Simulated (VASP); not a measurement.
# Ge (Cmmm) in VASP: further runs

Runs on Ge. Level: r2SCAN. Tasks: single point.

Program: VASP 6.6.1. These are calculated values, not measurements. Logs are shortened: lines on timing, memory, paths and dates and some standing lists are left out, and cuts for length are marked.

## (1) The cell of the first run

It takes space group Cmmm (No. 65, orthorhombic). The conventional cell has a = 2.724 Å, b = 5.071 Å, c = 2.833 Å, α = 90.00°, β = 90.00°, γ = 90.00°. Within 3.6 Å of Ge (site symmetry mmm) lie 8 Ge at 2.72 to 2.88 Å.

## (2) Single point, r2SCAN (strain -0.025 along x and y, +0.050 along z)

POSCAR reads:

```
Ge
1.0
    1.3622202750     -2.5355031000      0.0000000000
    1.3622202750      2.5355031000      0.0000000000
    0.0000000000      0.0000000000      2.8331425500
Ge
1
Direct
    0.5000000000      0.5000000000      0.0000000000
```

INCAR.step1 reads:

```
SYSTEM = Ge
PREC = Accurate
ENCUT = 520
ISMEAR = 0
SIGMA = 0.15
LREAL = .FALSE.
LASPH = .TRUE.
NELM = 80
NBANDS = 13
GGA = PE
ALGO = Normal
EDIFF = 1E-4
LWAVE = .TRUE.
LCHARG = .FALSE.
```

INCAR.step2 reads:

```
SYSTEM = Ge
PREC = Accurate
ENCUT = 520
EDIFF = 1E-7
ISMEAR = 0
SIGMA = 0.15
LREAL = .FALSE.
LASPH = .TRUE.
NELM = 80
ALGO = Normal
ISIF = 2
LWAVE = .FALSE.
LCHARG = .FALSE.
METAGGA = R2SCAN
LMIXTAU = .TRUE.
NBANDS = 13
ISTART = 1
```

KPOINTS reads:

```
regular mesh
0
G
  20 20 18
  0 0 0
```

Potentials or basis: VASP PAW PBE potentials, release 64 (Ge_d).

The run is started by

```console
> cat potpaw_PBE.64/Ge_d/POTCAR > POTCAR
> cp INCAR.step1 INCAR
> mpirun -np 1 vasp_std > vasp.out
> cp INCAR.step2 INCAR
> mpirun -np 1 vasp_std > vasp.out
```

OUTCAR:

```text
SYSTEM = Ge
   PREC = Accurate
   ENCUT = 520
   EDIFF = 1E-7
   ISMEAR = 0
   LREAL = .FALSE.
   LASPH = .TRUE.
   NELM = 80
   ISIF = 2
   METAGGA = R2SCAN
   ISTART = 1

 ion  position               nearest neighbor table
   1  0.500  0.500  0.000-

  LATTYP: Found a base centered orthorhombic cell.
 ALAT       =     2.7244405500
 B/A-ratio  =     1.8613018368
 C/A-ratio  =     1.0398988335

  Lattice vectors:

 A1 = (   1.3622202750,  -2.5355031000,   0.0000000000)
 A2 = (   1.3622202750,   2.5355031000,   0.0000000000)
 A3 = (   0.0000000000,   0.0000000000,   2.8331425500)

Analysis of symmetry for initial positions (statically):
=====================================================================
 Subroutine PRICEL returns:
 Original cell was already a primitive cell.

 Routine SETGRP: Setting up the symmetry group for a
 base centered orthorhombic supercell.

 Subroutine GETGRP returns: Found  8 space group operations
 (whereof  8 operations were pure point group operations)
 out of a pool of  8 trial point group operations.

The static configuration has the point symmetry D_2h.

Analysis of symmetry for dynamics (positions and initial velocities):
=====================================================================
 Subroutine PRICEL returns:
 Original cell was already a primitive cell.

 Routine SETGRP: Setting up the symmetry group for a
 base centered orthorhombic supercell.

 Subroutine GETGRP returns: Found  8 space group operations
 (whereof  8 operations were pure point group operations)
 out of a pool of  8 trial point group operations.

The dynamic configuration has the point symmetry D_2h.

 Subroutine INISYM returns: Found  8 space group operations
 (whereof  8 operations are pure point group operations),
 and found     1 'primitive' translations

----------------------------------------------------------------------------------------

                                     Primitive cell

  volume of cell :      19.5709

  direct lattice vectors                    reciprocal lattice vectors
     1.362220275 -2.535503100  0.000000000     0.367047833 -0.197199522  0.000000000
     1.362220275  2.535503100  0.000000000     0.367047833  0.197199522  0.000000000
     0.000000000  0.000000000  2.833142550     0.000000000  0.000000000  0.352964943

  length of vectors
     2.878266848  2.878266848  2.833142550     0.416667449  0.416667449  0.352964943

  position of ions in fractional coordinates (direct lattice)
     0.500000000  0.500000000  0.000000000

  ion indices of the primitive-cell ions
   primitive index   ion index
                 1           1

----------------------------------------------------------------------------------------

 KPOINTS: regular mesh

Automatic generation of k-mesh.
 Grid dimensions read from file:
 generate k-points for:   20   20   18

 Generating k-lattice:

  Cartesian coordinates                     Fractional coordinates (reciprocal lattice)
     0.018352392 -0.009859976  0.000000000     0.050000000  0.000000000  0.000000000
     0.018352392  0.009859976  0.000000000     0.000000000  0.050000000  0.000000000
     0.000000000  0.000000000  0.019609164     0.000000000  0.000000000  0.055555556

  Length of vectors
     0.020833372  0.020833372  0.019609164

  Shift w.r.t. Gamma in fractional coordinates (k-lattice)
     0.000000000  0.000000000  0.000000000

 Subroutine IBZKPT returns following result:
 ===========================================

 Found   1110 irreducible k-points:

 Following reciprocal coordinates:
            Coordinates               Weight
  0.000000  0.000000  0.000000      1.000000
  0.050000  0.000000  0.000000      4.000000
  0.100000 -0.000000  0.000000      4.000000
  0.150000  0.000000  0.000000      4.000000
  0.200000 -0.000000  0.000000      4.000000
  0.250000  0.000000  0.000000      4.000000
[... 16 lines left out ...]
 -0.400000  0.050000  0.000000      4.000000
 -0.350000  0.050000  0.000000      4.000000
 [... further k-points ...]
   k-points           NKPTS =   1110   k-points in BZ     NKDIM =   1110   number of bands    NBANDS=     13
   number of dos      NEDOS =    301   number of ions     NIONS =      1
   total plane-waves  NPLWV =  13824
   dimension x,y,z NGX =    24 NGY =   24 NGZ =   24
   dimension x,y,z NGXF=    48 NGYF=   48 NGZF=   48
   ions per type =               1
   NGX,Y,Z   is equivalent  to a cutoff of  13.86, 13.86, 14.08 a.u.
   NGXF,Y,Z  is equivalent  to a cutoff of  27.72, 27.72, 28.17 a.u.
 SYSTEM =  Ge
   PREC   = accura    normal or accurate (medium, high low for compatibility)
   ISTART =      1    job   : 0-new  1-cont  2-samecut
   ICHARG =      0    charge: 1-file 2-atom 10-const
   ISPIN  =      1    spin polarized calculation?
   LNONCOLLINEAR =      F non collinear calculations
   LSORBIT =      F    spin-orbit coupling
   LASPH  =      T    aspherical Exc in radial PAW
   ENCUT  =  520.0 eV  38.22 Ry    6.18 a.u.   5.35  5.35  5.27*2*pi/ulx,y,z
   NELM   =     80;   NELMIN=  2; NELMDL=  0     # of ELM steps
   EDIFF  = 0.1E-06   stopping-criterion for ELM
   LREAL  =      F    real-space projection
   EDIFFG = 0.1E-05   stopping-criterion for IOM
   NSW    =      0    number of steps for IOM
   IBRION =     -1    ionic relax: 0-MD 1-quasi-New 2-CG
   NFREE  =      0    steps in history (QN), initial steepest desc. (CG)
   ISIF   =      2    stress and relaxation
   ISYM   =      2    0-nonsym 1-usesym 2-fastsym
   POTIM  = 0.5000    time-step for ionic-motion
   TEBEG  =    0.0;   TEEND  =   0.0 temperature during run
   PSTRESS=    0.0 pullay stress
   NELECT =      14.0000    total number of electrons
   NUPDOWN=      -1.0000    fix difference up-down
   EMIN   =  10.00;   EMAX   =-10.00  energy-range for DOS
   EFERMI =   0.00;   METHOD = LEGACY
   ISMEAR =     0;   SIGMA  =   0.15  broadening in eV -4-tet -1-fermi 0-gaus
   EFERMI_NEDOS =   21; number of points for ismear=-14 and -15
   IALGO  =     38    algorithm
   IMIX   =      4    mixing-type and parameters
     AMIX     =   0.40;   BMIX     =  1.00
     AMIX_MAG =   1.60;   BMIX_MAG =  1.00
  volume/ion in A,a.u.               =      19.57       132.07
  Fermi-wavevector in a.u.,A,eV,Ry     =   1.464134  2.766812 29.166657  2.143689
  Thomas-Fermi vector in A             =   2.580146
   LORBIT       =      0    0 simple, 1 ext, 2 COOP (PROOUT), +10 PAW based schemes
   METAGGA = R2SCAN    functional components
   LHFCALC =     F    Hartree Fock is set to
   AEXX    =    0.0000 exact exchange contribution
   IVDW    =     0    specifies the selected vdW correction
   LEPSILON=     F    determine dielectric tensor
   LRPA    =     F    only Hartree local field effects (RPA)
 non-spin polarized calculation
 Gauss-broadening in eV      SIGMA  =   0.15
  energy-cutoff  :      520.00
  volume of cell :       19.57
 maximum number of plane-waves:       544
 NGX is ok and might be reduce to    24
   NGX = 11   NGY = 11   NGZ = 11

 number of electron      13.9999990 magnetization

 Free energy of the ion-electron system (eV)
  ---------------------------------------------------
  ext. energy  EPLUGINS =         0.00000000
  ---------------------------------------------------
  free energy    TOTEN  =       -13.44156303 eV

  energy without entropy =      -13.43707377  energy(sigma->0) =      -13.43931840

 E-fermi :   6.1096     XC(G=0): -12.0799

 val. band max:        6.1073143675   @ k =   0.2000   0.2000   0.2222
 cond. band min:       6.1195121785   @ k =  -0.4000   0.2000   0.2778
 fundamental gap:      0.0121978110
 Fermi energy:         6.1096125129

 k-point     1 :       0.0000    0.0000    0.0000
  band No.  band energies     occupation
      1     -19.3606      2.00000
      2     -19.3294      2.00000
      3     -19.2666      2.00000
      4     -19.1601      2.00000
      5     -19.1391      2.00000
      6      -7.4488      2.00000
      7      11.2238      0.00000
      8      14.7827      0.00000
      9      15.3952      0.00000
     10      16.5310      0.00000
     11      20.2010      0.00000
     12      22.9317      0.00000
     13      23.3171      0.00000

 k-point     2 :       0.0500    0.0000    0.0000
  band No.  band energies     occupation
      1     -19.3572      2.00000
      2     -19.3267      2.00000
      3     -19.2672      2.00000
      4     -19.1606      2.00000
      5     -19.1409      2.00000
      6      -7.3809      2.00000
      7      11.2916      0.00000
      8      14.4355      0.00000
      9      15.2734      0.00000
     10      16.1859      0.00000
     11      20.3319      0.00000
     12      21.6181      0.00000
     13      23.7845      0.00000

 k-point     3 :       0.1000   -0.0000    0.0000
  band No.  band energies     occupation
      1     -19.3483      2.00000
      2     -19.3189      2.00000
      3     -19.2679      2.00000
      4     -19.1624      2.00000
      5     -19.1459      2.00000
      6      -7.1770      2.00000
      7      11.4937      0.00000
      8      13.4711      0.00000
      9      14.4076      0.00000
     10      16.0872      0.00000
     11      19.6251      0.00000
     12      21.8570      0.00000
     13      24.9589      0.00000
[... 305 lines left out ...]
 k-point    23 :      -0.4000    0.0500    0.0000
  band No.  band energies     occupation
      1     -19.3498      2.00000
      2     -19.2469      2.00000
      3     -19.2073      2.00000
      4     -19.1734      2.00000
      5     -19.1718      2.00000
      6      -3.6609      2.00000
      7       3.6721      2.00000
      8      10.0203      0.00000
      9      14.6112      0.00000
     10      16.0967      0.00000
     11      19.6711      0.00000
     12      24.0299      0.00000
     13      25.8367      0.00000

 k-point    24 :      -0.3500    0.0500    0.0000
  band No.  band energies     occupation
      1     -19.3423      2.00000
      2     -19.2605      2.00000
      3     -19.1980      2.00000
      4     -19.1951      2.00000
      5     -19.1690      2.00000
      6      -4.5855      2.00000
      7       5.3800      2.00000
      8      10.3478      0.00000
      9      13.8756      0.00000
     10      16.4877      0.00000
     11      18.9142      0.00000
     12      25.4947      0.00000
     13      27.2354      0.00000

 [... further k-points ...]

------------------------ aborting loop because EDIFF is reached ----------------------------------------

  FORCE on cell =-STRESS in cart. coord.  units (eV):
  Direction    XX          YY          ZZ          XY          YZ          ZX
  --------------------------------------------------------------------------------------
  -------------------------------------------------------------------------------------
  Total        0.2919758      0.0093754     -1.2115192      0.0000000      0.0000000      0.0000000
  in kB       23.9027317      0.7675216    -99.1815678      0.0000000      0.0000000      0.0000000
  external PRESSURE =     -24.8371048 kB  Pullay stress =       0.0000000 kB

 VOLUME and BASIS-vectors are now :
 -----------------------------------------------------------------------------
  energy-cutoff  :      520.00
  volume of cell :       19.57
      direct lattice vectors                 reciprocal lattice vectors
     1.362220275 -2.535503100  0.000000000     0.367047833 -0.197199522  0.000000000
     1.362220275  2.535503100  0.000000000     0.367047833  0.197199522  0.000000000
     0.000000000  0.000000000  2.833142550     0.000000000  0.000000000  0.352964943

 POSITION                                       TOTAL-FORCE (eV/Angst)
 -----------------------------------------------------------------------------------
      1.36222      0.00000      0.00000         0.000000      0.000000      0.000000
 -----------------------------------------------------------------------------------
    total drift:                               -0.000000     -0.000000     -0.000000

  FREE ENERGIE OF THE ION-ELECTRON SYSTEM (eV)
  ---------------------------------------------------
  free  energy   TOTEN  =       -13.4415630279 eV

  energy  without entropy=      -13.4370737750  energy(sigma->0) =      -13.43931840
```

It took 4.7 min on 1 thread of Intel Xeon 6975P-C (Granite Rapids), shared host; peak memory 0.36 GiB.

Results:

* Free energy: -13.4416 eV
* Pressure: -2.5 GPa
* Band gap on the k mesh: zero (bands 7 and 8 overlap by 8.55 eV)

Levels at points of the mesh, in eV from the Fermi level:
| k point | band 4 | band 5 | band 6 | band 7 | band 8 | band 9 | band 10 | band 11 |
| --- | --- | --- | --- | --- | --- | --- | --- | --- |
| (0.00, 0.00, 0.00) | -25.27 | -25.25 | -13.56 | 5.11 | 8.67 | 9.29 | 10.42 | 14.09 |
| (0.50, 0.00, 0.00) | -25.28 | -25.25 | -7.59 | -5.57 | 4.37 | 8.64 | 9.69 | 15.86 |
| (0.50, 0.50, 0.00) | -25.26 | -25.26 | -8.59 | -5.81 | 6.39 | 8.92 | 10.40 | 15.53 |
| (0.00, 0.00, 0.50) | -25.31 | -25.29 | -10.40 | -5.93 | 11.09 | 12.84 | 17.00 | 18.46 |
| (0.50, 0.00, 0.50) | -25.26 | -25.19 | -3.98 | -3.11 | -1.23 | 4.11 | 6.77 | 12.24 |
| (0.50, 0.50, 0.50) | -25.26 | -25.21 | -5.09 | -3.31 | -1.98 | 3.68 | 8.81 | 14.26 |

Caveat: the cell differs from its parent crystal (strain -0.025 along x and y, +0.050 along z); the stress differs along the axes, from -10 to 2 GPa; the PAW data sets were made with another functional, which shifts forces and pressure a little.

## (3) Single point, r2SCAN (strain +0.025 along x and y, -0.050 along z)

POSCAR reads:

```
Ge
1.0
    1.4320777250     -2.6655289000      0.0000000000
    1.4320777250      2.6655289000      0.0000000000
    0.0000000000      0.0000000000      2.5633194500
Ge
1
Direct
    0.5000000000      0.5000000000      0.0000000000
```

INCAR.step1 reads:

```
PREC = Accurate
ENCUT = 520
ISMEAR = 0
SIGMA = 0.15
LREAL = False
LASPH = True
NELM = 100
NBANDS = 13
GGA = PE
ALGO = Normal
EDIFF = 1E-4
LWAVE = True
LCHARG = False
```

INCAR.step2 reads:

```
PREC = Accurate
ENCUT = 520
EDIFF = 1E-6
ISMEAR = 0
SIGMA = 0.15
LREAL = False
LASPH = True
NELM = 100
ALGO = Normal
ISIF = 2
LWAVE = False
LCHARG = False
METAGGA = R2SCAN
LMIXTAU = True
NBANDS = 13
ISTART = 1
```

KPOINTS reads:

```
regular mesh
0
Gamma
  20 20 18
```

Potentials or basis: VASP PAW PBE potentials, release 64 (Ge_d).

The run is started by

```console
> cat potpaw_PBE.64/Ge_d/POTCAR > POTCAR
> cp INCAR.step1 INCAR
> mpirun -np 1 vasp_std > vasp.out
> cp INCAR.step2 INCAR
> mpirun -np 1 vasp_std > vasp.out
```

OUTCAR:

```text
PREC = Accurate
   ENCUT = 520
   EDIFF = 1E-6
   ISMEAR = 0
   LREAL = False
   LASPH = True
   NELM = 100
   ISIF = 2
   METAGGA = R2SCAN
   ISTART = 1

 ion  position               nearest neighbor table
   1  0.500  0.500  0.000-

  LATTYP: Found a base centered orthorhombic cell.
 ALAT       =     2.8641554500
 B/A-ratio  =     1.8613018368
 C/A-ratio  =     0.8949651982

  Lattice vectors:

 A1 = (   1.4320777250,  -2.6655289000,   0.0000000000)
 A2 = (   1.4320777250,   2.6655289000,   0.0000000000)
 A3 = (   0.0000000000,   0.0000000000,   2.5633194500)
[... 563 lines left out ...]

 [... further k-points ...]

------------------------ aborting loop because EDIFF is reached ----------------------------------------

  FORCE on cell =-STRESS in cart. coord.  units (eV):
  Direction    XX          YY          ZZ          XY          YZ          ZX
  --------------------------------------------------------------------------------------
  -------------------------------------------------------------------------------------
  Total       -0.7382464     -0.8660989      0.6801547      0.0000000      0.0000000      0.0000000
  in kB      -60.4406576    -70.9080177     55.6846560      0.0000000      0.0000000      0.0000000
  external PRESSURE =     -25.2213398 kB  Pullay stress =       0.0000000 kB

 VOLUME and BASIS-vectors are now :
 -----------------------------------------------------------------------------
  energy-cutoff  :      520.00
  volume of cell :       19.57
      direct lattice vectors                 reciprocal lattice vectors
     1.432077725 -2.665528900  0.000000000     0.349143061 -0.187580033  0.000000000
     1.432077725  2.665528900  0.000000000     0.349143061  0.187580033  0.000000000
     0.000000000  0.000000000  2.563319450     0.000000000  0.000000000  0.390119148

 POSITION                                       TOTAL-FORCE (eV/Angst)
 -----------------------------------------------------------------------------------
      1.43208      0.00000      0.00000         0.000000     -0.000000      0.000000
 -----------------------------------------------------------------------------------
    total drift:                               -0.000000     -0.000000     -0.000000

  FREE ENERGIE OF THE ION-ELECTRON SYSTEM (eV)
  ---------------------------------------------------
  free  energy   TOTEN  =       -13.4423942973 eV

  energy  without entropy=      -13.4373928405  energy(sigma->0) =      -13.43989357
```

Run time: 3.3 min. Hardware: 1 thread of Intel Xeon 6975P-C (Granite Rapids), shared host; peak memory 0.35 GiB.

What came out:

| Property | Result |
| --- | --- |
| Free energy | -13.4424 eV |
| Pressure | -2.5 GPa |
| Band gap on the k mesh | zero (bands 7 and 8 overlap by 9.63 eV) |

Caveat: the cell differs from its parent crystal (strain +0.025 along x and y, -0.050 along z); the stress differs along the axes, from -7 to 6 GPa; the PAW data sets were made with another functional, which shifts forces and pressure a little.
